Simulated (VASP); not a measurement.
Wanted: the native input for a VASP 6.6.1 run.

- Task: single point
- Functional: LDA
- Potentials or basis: VASP PAW LDA potentials, release 64 (Ru_pv, Al)
- Cutoff: 520 eV
- k mesh: 11 × 11 × 11
- Occupations: fermi-dirac, width 0.05 eV
- Spin: no spin polarisation
- Dipole correction: no
- Further INCAR settings: ALGO = Normal; EDIFF = 1e-07; NBANDS = 16

The structure of AlRu lies in POSCAR:

```
AlRu
1.0
    2.9916000000      0.0000000000      0.0000000000
    0.0000000000      2.9916000000      0.0000000000
    0.0000000000      0.0000000000      2.9916000000
Ru Al
1 1
Direct
    0.5000000000      0.5000000000      0.5000000000
    0.0000000000      0.0000000000      0.0000000000
```

The input as run:

INCAR

```
SYSTEM = AlRu
PREC = Accurate
ENCUT = 520
EDIFF = 1E-7
ISMEAR = -1
SIGMA = 0.05
LREAL = .FALSE.
LASPH = .TRUE.
NELM = 80
ALGO = Normal
ISIF = 2
LWAVE = .FALSE.
LCHARG = .TRUE.
LELF = .TRUE.
LVHAR = .TRUE.
NBANDS = 16
```

KPOINTS

```
Automatic mesh
0
G
  11 11 11
  0 0 0
```

Potentials or basis: VASP PAW LDA potentials, release 64 (Ru_pv, Al).

The run is started by

```bash
$ cat potpaw_LDA.64/Ru_pv/POTCAR potpaw_LDA.64/Al/POTCAR > POTCAR
$ mpirun -np 1 vasp_std > vasp.out
```

Results of the run:

* Pressure: -7.6 GPa

Wall time 9 s on 1 thread of Intel Xeon 6975P-C (shared host), peak memory 0.14 GiB.
